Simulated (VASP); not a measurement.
**Eu: single point with PBE**

Eu:

```
Eu
1.0
    -1.72478    1.72478    1.72478
     1.72478   -1.72478    1.72478
     1.72478    1.72478   -1.72478
Eu
1
Direct
  0.00000 0.00000 0.00000
```

| Property | Result |
| --- | --- |
| Program | VASP 6.6.1 |
| Task | single point |
| Functional | PBE |
| Potentials or basis | VASP PAW PBE potentials, release 64 (Eu) |
| Cutoff | 520 eV |
| k mesh | 16 × 16 × 16 |
| Occupations | fermi-dirac, width 0.08 eV |
| Spin | collinear spin, ferromagnetic start |
| Starting moments | [7.0] μB |
| Dipole correction | no |
| Further INCAR settings | ALGO = Normal; EDIFF = 1e-07; NBANDS = 18 |

- Pressure: 34.3 GPa
- Net moment: 7.19 μB per cell
- Site moments: Eu +6.69 μB
- Valence electrons inside the program's atomic spheres: Eu 15.16

Levels at points of the mesh, in eV from the Fermi level:
Spin up:
```
           k point  band 8  band 9  band 10  band 11  band 12  band 13  band 14  band 15  band 16  band 17
(0.00, 0.00, 0.00)   -1.17   -0.46    -0.46    -0.46    -0.29     2.15     2.15     2.15     5.67     5.67
(0.50, 0.00, 0.00)   -0.86   -0.72    -0.56    -0.48    -0.47    -0.39     5.46     6.16     7.35    11.49
(0.50, 0.50, 0.50)   -0.79   -0.79    -0.79    -0.36    -0.36    -0.36     9.94     9.94     9.94    11.58
```
Spin down:
```tsv
k point	band 2	band 3	band 4	band 5	band 6	band 7	band 8	band 9
(0.00, 0.00, 0.00)	-16.31	-16.31	-16.31	-3.02	3.13	3.13	3.13	3.62
(0.50, 0.00, 0.00)	-20.01	-17.42	-16.42	-1.90	0.62	3.17	3.49	3.87
(0.50, 0.50, 0.50)	-18.71	-18.71	-18.71	-2.56	-2.56	3.51	3.85	3.85
```

Wall time 69 s on 1 thread of Intel(R) Xeon(R) 6975P-C (Granite Rapids), on a shared host, peak memory 0.23 GiB.

Caveat: the cell stands under pressure; spin-orbit coupling is left out, which moves the levels of the heavy elements; semilocal functionals describe open f shells poorly, which spoils levels, moments and volumes. The state reached can hang on the start; a lower one may exist.
